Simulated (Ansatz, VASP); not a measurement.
# Two plane-wave programs on BeS

File POSCAR:

```
BeS
1.0
    0.0811054019      2.3984025988      2.3984025988
    2.3984025988      0.0811054019      2.3984025988
    2.3984025988      2.3984025988      0.0811054019
Be S
1 1
Direct
    0.0000000000      0.0000000000      0.0000000000
    0.5000000000      0.5000000000      0.5000000000
```

The input INCAR.step1:

```
ALGO = Normal
EDIFF = 1E-5
ENCUT = 520
GGA = PE
ISIF = 2
ISMEAR = 0
LASPH = T
LREAL = F
LWAVE = T
NBANDS = 11
NELM = 80
PREC = Accurate
SIGMA = 0.01
```

INCAR.step2

```
ALGO = Normal
EDIFF = 1E-7
ENCUT = 520
GGA = PE
HFSCREEN = 0.2079
ISIF = 2
ISMEAR = 0
ISTART = 1
LASPH = T
LCHARG = T
LELF = T
LHFCALC = T
LREAL = F
LVHAR = T
LWAVE = F
NBANDS = 11
NELM = 80
PREC = Accurate
PRECFOCK = Normal
SIGMA = 0.01
```

Contents of KPOINTS:

```
k-points
0
Gamma
  6 6 6
```

Input for Ansatz:

```yaml
crystal:
  lattice:
    - [0.0811054019, 2.3984025988, 2.3984025988]
    - [2.3984025988, 0.0811054019, 2.3984025988]
    - [2.3984025988, 2.3984025988, 0.0811054019]
  atoms:
    - { symbol: Be, position: [0.0, 0.0, 0.0] }
    - { symbol: S, position: [0.5, 0.5, 0.5] }
kpoints:
  mp_grid: { grid: [6, 6, 6] }
  band_path:
    path:
      - [0.0, 0.0, 0.0]
      - [0.5, 0.0, 0.5]
      - [0.625, 0.25, 0.625]
      - [0.375, 0.375, 0.75]
      - [0.5, 0.5, 0.5]
      - [0.5, 0.25, 0.75]
      - [0.164062, 0.164062, 0.291667]
      - [0.0, 0.5, 0.5]
    npoints: 1
hamiltonian:
  xc: hse06
scf:
  occupations: { method: fixed }
  n_extra_bands: 4
output:
  forces: true
  stress: true
  eigenvalues: true
  write_density: true
  write_potential: true
  elf: true
  volumetric_format: npy
```

Change from the starting cell: shear_111 strain +5.2%.

Alike in both runs: task single point; functional HSE06; k mesh 6 × 6 × 6; no spin polarisation.

|  | VASP | Ansatz |
| --- | --- | --- |
| version | VASP 6.6.1 | Ansatz 0.2.0 |
| potentials or method | VASP PAW PBE potentials, release 64 (Be, S) | plane waves, PAW |
| plane-wave cutoff (eV) | 520 | 420 |
| occupations | gaussian, width 0.01 eV | fixed |
| valence electrons in the cell | 8 | 8 |

```tsv
	VASP	Ansatz	Ansatz less VASP
gap on the k mesh at the Fermi level (eV)	1.49	1.50	+0.009
pressure (GPa)	-6.9	-6.7	+0.19
traceless stress, the component that is largest in VASP (GPa)	-3.91	-3.92	-0.012
```

Ansatz's warnings: stress exchange threshold loose, stress scf threshold loose.
